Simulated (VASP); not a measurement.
# Ge (I4_1/amd) in VASP: relaxation of the atoms with PBEsol

Aim: the relaxation of the atoms of Ge with PBEsol.

Program: VASP 6.6.1. These are calculated values, not measurements. Logs are shortened: lines on timing, memory, paths and dates and some standing lists are left out, and cuts for length are marked.

## (1) The cell of the first run

It takes space group I4_1/amd (No. 141, tetragonal). The conventional cell has a = 3.853 Å, b = 3.853 Å, c = 5.849 Å, α = 90.00°, β = 90.00°, γ = 90.00°. Ge (site symmetry -4m2) has 4 Ge at 2.42 Å within 3.2 Å.

## (2) Relaxation of the atoms, PBEsol (strained cell)

The input, INCAR:

```
  PREC = Accurate
  ENCUT = 450
  EDIFF = 1E-7
  ISMEAR = 0
  SIGMA = 0.1
  LREAL = F
  LASPH = T
  NELM = 120
  ALGO = Normal
  ISIF = 2
  LWAVE = F
  LCHARG = F
  GGA = PS
  IBRION = 2
  NSW = 60
  EDIFFG = -0.002
  GGA_COMPAT = F
  NELMIN = 4
```

The input, KPOINTS:

```
Automatic mesh
0
Gamma
  12 12 12
```

The input, POSCAR:

```
Ge
1.0
    0.0000000000      2.7243507752      2.9242681171
    2.7243507752      0.0000000000      2.9242681171
    2.7243507752      2.7243507752      0.0000000000
Ge
2
Direct
    0.0000000000      0.0000000000      0.0000000000
    0.2500000000      0.2500000000      0.2500000000
```

Potentials or basis: VASP PAW PBE potentials, release 64 (Ge_d).

Launch:

```bash
> cat potpaw_PBE.64/Ge_d/POTCAR > POTCAR
> mpirun -np 1 vasp_std > vasp.out
```

OUTCAR:

```text
PREC = Accurate
   ENCUT = 450
   EDIFF = 1E-7
   ISMEAR = 0
   LREAL = F
   LASPH = T
   NELM = 120
   ISIF = 2
   GGA = PS
   IBRION = 2
   NSW = 60
   EDIFFG = -0.002
   NELMIN = 4

 ion  position               nearest neighbor table
   1  0.000  0.000  0.000-   2 2.42   2 2.42   2 2.42   2 2.42
   2  0.250  0.250  0.250-   1 2.42   1 2.42   1 2.42   1 2.42

  LATTYP: Found a body centered tetragonal cell.
 ALAT       =     3.8528138149
 C/A-ratio  =     1.5179908802

  Lattice vectors:

 A1 = (  -2.7243507752,   0.0000000000,   2.9242681171)
 A2 = (   2.7243507752,   0.0000000000,   2.9242681171)
 A3 = (   0.0000000000,   2.7243507752,  -2.9242681171)

Analysis of symmetry for initial positions (statically):
=====================================================================
 Subroutine PRICEL returns:
 Original cell was already a primitive cell.

 Routine SETGRP: Setting up the symmetry group for a
 body centered tetragonal supercell.

 Subroutine GETGRP returns: Found 16 space group operations
 (whereof  8 operations were pure point group operations)
 out of a pool of 16 trial point group operations.

The static configuration has the point symmetry D_2d.
 The point group associated with its full space group is D_4h.

Analysis of symmetry for dynamics (positions and initial velocities):
=====================================================================
 Subroutine PRICEL returns:
 Original cell was already a primitive cell.

 Routine SETGRP: Setting up the symmetry group for a
 body centered tetragonal supercell.

 Subroutine GETGRP returns: Found 16 space group operations
 (whereof  8 operations were pure point group operations)
 out of a pool of 16 trial point group operations.

The dynamic configuration has the point symmetry D_2d.
 The point group associated with its full space group is D_4h.

 Subroutine INISYM returns: Found 16 space group operations
 (whereof  8 operations are pure point group operations),
 and found     1 'primitive' translations

----------------------------------------------------------------------------------------

                                     Primitive cell

  volume of cell :      43.4083

  direct lattice vectors                    reciprocal lattice vectors
     0.000000000  2.724350775  2.924268117    -0.183529964  0.183529964  0.170982954
     2.724350775  0.000000000  2.924268117     0.183529964 -0.183529964  0.170982954
     2.724350775  2.724350775  0.000000000     0.183529964  0.183529964 -0.170982954

  length of vectors
     3.996677516  3.996677516  3.852813815     0.310808085  0.310808085  0.310808085

  position of ions in fractional coordinates (direct lattice)
     0.000000000  0.000000000  0.000000000
     0.250000000  0.250000000  0.250000000

  ion indices of the primitive-cell ions
   primitive index   ion index
                 1           1
                 2           2

----------------------------------------------------------------------------------------

 KPOINTS: Automatic mesh

Automatic generation of k-mesh.
 Grid dimensions read from file:
 generate k-points for:   12   12   12

 Generating k-lattice:

  Cartesian coordinates                     Fractional coordinates (reciprocal lattice)
    -0.015294164  0.015294164  0.014248579     0.083333333  0.000000000  0.000000000
     0.015294164 -0.015294164  0.014248579     0.000000000  0.083333333  0.000000000
     0.015294164  0.015294164 -0.014248579     0.000000000  0.000000000  0.083333333

  Length of vectors
     0.025900674  0.025900674  0.025900674

  Shift w.r.t. Gamma in fractional coordinates (k-lattice)
     0.000000000  0.000000000  0.000000000

 Subroutine IBZKPT returns following result:
 ===========================================

 Found    163 irreducible k-points:

 Following reciprocal coordinates:
            Coordinates               Weight
  0.000000  0.000000  0.000000      1.000000
  0.083333 -0.000000  0.000000      8.000000
  0.166667 -0.000000  0.000000      8.000000
  0.250000 -0.000000  0.000000      8.000000
  0.333333 -0.000000  0.000000      8.000000
  0.416667 -0.000000  0.000000      8.000000
[... 16 lines left out ...]
  0.500000  0.166667  0.000000      8.000000
 -0.416667  0.166667  0.000000      8.000000
 [... further k-points ...]
   k-points           NKPTS =    163   k-points in BZ     NKDIM =    163   number of bands    NBANDS=     18
   number of dos      NEDOS =    301   number of ions     NIONS =      2
   total plane-waves  NPLWV =  21952
   dimension x,y,z NGX =    28 NGY =   28 NGZ =   28
   dimension x,y,z NGXF=    56 NGYF=   56 NGZF=   56
   ions per type =               2
   NGX,Y,Z   is equivalent  to a cutoff of  11.65, 11.65, 12.08 a.u.
   NGXF,Y,Z  is equivalent  to a cutoff of  23.29, 23.29, 24.16 a.u.
 SYSTEM =  unknown system
   PREC   = accura    normal or accurate (medium, high low for compatibility)
   ISTART =      0    job   : 0-new  1-cont  2-samecut
   ICHARG =      2    charge: 1-file 2-atom 10-const
   ISPIN  =      1    spin polarized calculation?
   LNONCOLLINEAR =      F non collinear calculations
   LSORBIT =      F    spin-orbit coupling
   LASPH  =      T    aspherical Exc in radial PAW
   ENCUT  =  450.0 eV  33.07 Ry    5.75 a.u.   6.91  6.91  6.66*2*pi/ulx,y,z
   NELM   =    120;   NELMIN=  4; NELMDL= -5     # of ELM steps
   EDIFF  = 0.1E-06   stopping-criterion for ELM
   LREAL  =      F    real-space projection
   EDIFFG = -.2E-02   stopping-criterion for IOM
   NSW    =     60    number of steps for IOM
   IBRION =      2    ionic relax: 0-MD 1-quasi-New 2-CG
   NFREE  =      1    steps in history (QN), initial steepest desc. (CG)
   ISIF   =      2    stress and relaxation
   ISYM   =      2    0-nonsym 1-usesym 2-fastsym
   POTIM  = 0.5000    time-step for ionic-motion
   TEBEG  =    0.0;   TEEND  =   0.0 temperature during run
   PSTRESS=    0.0 pullay stress
   NELECT =      28.0000    total number of electrons
   NUPDOWN=      -1.0000    fix difference up-down
   EMIN   =  10.00;   EMAX   =-10.00  energy-range for DOS
   EFERMI =   0.00;   METHOD = LEGACY
   ISMEAR =     0;   SIGMA  =   0.10  broadening in eV -4-tet -1-fermi 0-gaus
   EFERMI_NEDOS =   21; number of points for ismear=-14 and -15
   IALGO  =     38    algorithm
   IMIX   =      4    mixing-type and parameters
     AMIX     =   0.40;   BMIX     =  1.00
     AMIX_MAG =   1.60;   BMIX_MAG =  1.00
  volume/ion in A,a.u.               =      21.70       146.47
  Fermi-wavevector in a.u.,A,eV,Ry     =   1.414500  2.673018 27.222694  2.000812
  Thomas-Fermi vector in A             =   2.536036
   LORBIT       =      0    0 simple, 1 ext, 2 COOP (PROOUT), +10 PAW based schemes
   GGA     = PS    functional components
   LHFCALC =     F    Hartree Fock is set to
   AEXX    =    0.0000 exact exchange contribution
   IVDW    =     0    specifies the selected vdW correction
   LEPSILON=     F    determine dielectric tensor
   LRPA    =     F    only Hartree local field effects (RPA)
 conjugate gradient relaxation of ions
 non-spin polarized calculation
 Gauss-broadening in eV      SIGMA  =   0.10
  energy-cutoff  :      450.00
  volume of cell :       43.41
 maximum number of plane-waves:       960
   NGX = 13   NGY = 13   NGZ = 13

 number of electron      28.0000035 magnetization

 Free energy of the ion-electron system (eV)
  ---------------------------------------------------
  ext. energy  EPLUGINS =         0.00000000
  ---------------------------------------------------
  free energy    TOTEN  =        -9.81041343 eV

  energy without entropy =       -9.80982739  energy(sigma->0) =       -9.81012041

 E-fermi :   5.4139     XC(G=0): -10.3360

 val. band max:        5.3604713874   @ k =  -0.0833   0.0833   0.0000
 cond. band min:       5.4293970778   @ k =   0.5000  -0.0000   0.0000
 fundamental gap:      0.0689256904
 Fermi energy:         5.4139102555

 k-point     1 :       0.0000    0.0000    0.0000
  band No.  band energies     occupation
      1     -19.5515      2.00000
      2     -19.5515      2.00000
      3     -19.5323      2.00000
      4     -19.5098      2.00000
      5     -19.5008      2.00000
      6     -19.2930      2.00000
[... 10 lines left out ...]
     17       7.7462      0.00000
     18       8.0800      0.00000

 k-point     2 :       0.0833   -0.0000    0.0000
  band No.  band energies     occupation
      1     -19.5562      2.00000
      2     -19.5513      2.00000
      3     -19.5375      2.00000
      4     -19.5012      2.00000
      5     -19.4951      2.00000
      6     -19.2957      2.00000
[... 10 lines left out ...]
     17       8.0074      0.00000
     18       8.4654      0.00000

 k-point     3 :       0.1667   -0.0000    0.0000
  band No.  band energies     occupation
      1     -19.5652      2.00000
      2     -19.5533      2.00000
      3     -19.5410      2.00000
      4     -19.4862      2.00000
      5     -19.4832      2.00000
      6     -19.3021      2.00000
[... 10 lines left out ...]
     17       8.5595      0.00000
     18       9.6417      0.00000

 k-point     4 :       0.2500   -0.0000    0.0000
  band No.  band energies     occupation
      1     -19.5735      2.00000
      2     -19.5573      2.00000
      3     -19.5383      2.00000
      4     -19.4724      2.00000
      5     -19.4717      2.00000
      6     -19.3087      2.00000
[... 10 lines left out ...]
     17       9.0037      0.00000
     18      11.0951      0.00000

 k-point     5 :       0.3333   -0.0000    0.0000
  band No.  band energies     occupation
      1     -19.5792      2.00000
      2     -19.5597      2.00000
      3     -19.5342      2.00000
      4     -19.4636      2.00000
      5     -19.4624      2.00000
      6     -19.3136      2.00000
[... 10 lines left out ...]
     17       9.2395      0.00000
     18      12.4341      0.00000

 k-point     6 :       0.4167   -0.0000    0.0000
  band No.  band energies     occupation
      1     -19.5822      2.00000
      2     -19.5602      2.00000
      3     -19.5311      2.00000
      4     -19.4596      2.00000
      5     -19.4571      2.00000
      6     -19.3162      2.00000
[... 10 lines left out ...]
     17       9.2722      0.00000
     18      12.4155      0.00000

 k-point     7 :       0.5000   -0.0000    0.0000
  band No.  band energies     occupation
      1     -19.5832      2.00000
      2     -19.5604      2.00000
      3     -19.5298      2.00000
      4     -19.4584      2.00000
      5     -19.4555      2.00000
      6     -19.3171      2.00000
[... 10 lines left out ...]
     17       9.2609      0.00000
     18      12.3193      0.00000

 k-point     8 :       0.0833    0.0833    0.0000
  band No.  band energies     occupation
      1     -19.5551      2.00000
      2     -19.5551      2.00000
      3     -19.5455      2.00000
      4     -19.4966      2.00000
      5     -19.4887      2.00000
      6     -19.3106      2.00000
[... 10 lines left out ...]
     17       8.4063      0.00000
     18       8.4063      0.00000
[... 229 lines left out ...]
     17       9.7101      0.00000
     18       9.7101      0.00000

 k-point    20 :       0.2500    0.1667    0.0000
  band No.  band energies     occupation
      1     -19.5729      2.00000
      2     -19.5711      2.00000
      3     -19.5544      2.00000
      4     -19.4746      2.00000
      5     -19.4359      2.00000
      6     -19.3636      2.00000
[... 10 lines left out ...]
     17      10.0547      0.00000
     18      10.3736      0.00000

 k-point    21 :       0.3333    0.1667    0.0000
  band No.  band energies     occupation
      1     -19.5810      2.00000
      2     -19.5780      2.00000
      3     -19.5445      2.00000
      4     -19.4634      2.00000
      5     -19.4221      2.00000
      6     -19.3747      2.00000
[... 10 lines left out ...]
     17      10.0925      0.00000
     18      10.7628      0.00000

 k-point    22 :       0.4167    0.1667    0.0000
  band No.  band energies     occupation
      1     -19.5860      2.00000
      2     -19.5837      2.00000
      3     -19.5316      2.00000
      4     -19.4530      2.00000
      5     -19.4168      2.00000
      6     -19.3760      2.00000
[... 10 lines left out ...]
     17      10.7627      0.00000
     18      10.9475      0.00000

 k-point    23 :       0.5000    0.1667    0.0000
  band No.  band energies     occupation
      1     -19.5878      2.00000
      2     -19.5871      2.00000
      3     -19.5193      2.00000
      4     -19.4439      2.00000
      5     -19.4206      2.00000
      6     -19.3680      2.00000
[... 10 lines left out ...]
     17      10.5254      0.00000
     18      12.3404      0.00000

 k-point    24 :      -0.4167    0.1667    0.0000
  band No.  band energies     occupation
      1     -19.5901      2.00000
      2     -19.5842      2.00000
      3     -19.5111      2.00000
      4     -19.4371      2.00000
      5     -19.4315      2.00000
      6     -19.3534      2.00000
[... 10 lines left out ...]
     17      10.2174      0.00000
     18      13.0226      0.00000

 [... further k-points ...]

------------------------ aborting loop because EDIFF is reached ----------------------------------------

  FORCE on cell =-STRESS in cart. coord.  units (eV):
  Direction    XX          YY          ZZ          XY          YZ          ZX
  --------------------------------------------------------------------------------------
  -------------------------------------------------------------------------------------
  Total        1.4836637      1.4836637     -0.1079554      0.0000000     -0.0000000      0.0000000
  in kB       54.7611834     54.7611834     -3.9845732      0.0000000     -0.0000000      0.0000000
  external PRESSURE =      35.1792646 kB  Pullay stress =       0.0000000 kB

 VOLUME and BASIS-vectors are now :
 -----------------------------------------------------------------------------
  energy-cutoff  :      450.00
  volume of cell :       43.41
      direct lattice vectors                 reciprocal lattice vectors
     0.000000000  2.724350775  2.924268117    -0.183529964  0.183529964  0.170982954
     2.724350775  0.000000000  2.924268117     0.183529964 -0.183529964  0.170982954
     2.724350775  2.724350775  0.000000000     0.183529964  0.183529964 -0.170982954

 POSITION                                       TOTAL-FORCE (eV/Angst)
 -----------------------------------------------------------------------------------
      0.00000      0.00000      0.00000        -0.000000     -0.000000     -0.000000
      1.36218      1.36218      1.46213         0.000000      0.000000      0.000000
 -----------------------------------------------------------------------------------
    total drift:                                0.000000      0.000000      0.000000

  FREE ENERGIE OF THE ION-ELECTRON SYSTEM (eV)
  ---------------------------------------------------
  free  energy   TOTEN  =        -9.8104134344 eV

  energy  without entropy=       -9.8098273856  energy(sigma->0) =       -9.81012041

 reached required accuracy - stopping structural energy minimisation
```

Run time: 1.8 min. Hardware: 1 thread of Intel Xeon 8259CL, shared host; peak memory 0.22 GiB.

What came out:

| Quantity | Value |
| --- | --- |
| Free energy | -9.8104 eV |
| Pressure after relaxing | 3.5 GPa |
| Band gap on the k mesh | zero (bands 14 and 15 overlap by 0.06 eV) |

Final structure:
```xyz
2
Lattice="0.0000 2.7244 2.9243 2.7244 0.0000 2.9243 2.7244 2.7244 0.0000" Properties=species:S:1:pos:R:3 pbc="T T T"
Ge    0.0000    0.0000    0.0000
Ge    1.3622    1.3622    1.4621
```

Caveat: the cell differs from its parent crystal (strained cell); the relaxation stopped at its first step, so nothing moved; semilocal functionals underestimate gaps, so a narrow gap can read as zero; the PAW data sets were made with another functional, which shifts forces and pressure a little.
